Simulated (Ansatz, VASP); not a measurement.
**ZnO in VASP and in Ansatz**

```xyz
2
Lattice="0.0000 2.1338 2.1338 2.1338 0.0000 2.1338 2.1338 2.1338 0.0000" Properties=species:S:1:pos:R:3 pbc="T T T"
Zn    0.0000    0.0000    0.0000
O     2.1338    2.1338    2.1338
```

Alike in both runs: task single point; functional HSE06; k mesh 4 × 4 × 4; no spin polarisation.

```csv
,VASP,Ansatz
version,VASP 6.6.1,Ansatz 0.2.0
potentials or method,"VASP PAW PBE potentials, release 64 (Zn, O)","plane waves, PAW"
plane-wave cutoff (eV),520,420
occupations,"gaussian, width 0.01 eV",fixed
valence electrons in the cell,18,18
```

|  | VASP | Ansatz | Ansatz less VASP |
| --- | --- | --- | --- |
| gap on the k mesh at the Fermi level (eV) | 2.70 | 2.76 | +0.060 |
| pressure (GPa) | 2.4 | 0.9 | -1.51 |

Ansatz's warnings: stress exchange threshold loose, stress scf threshold loose.

The k mesh is coarse, so the values compare programs but aren't converged.
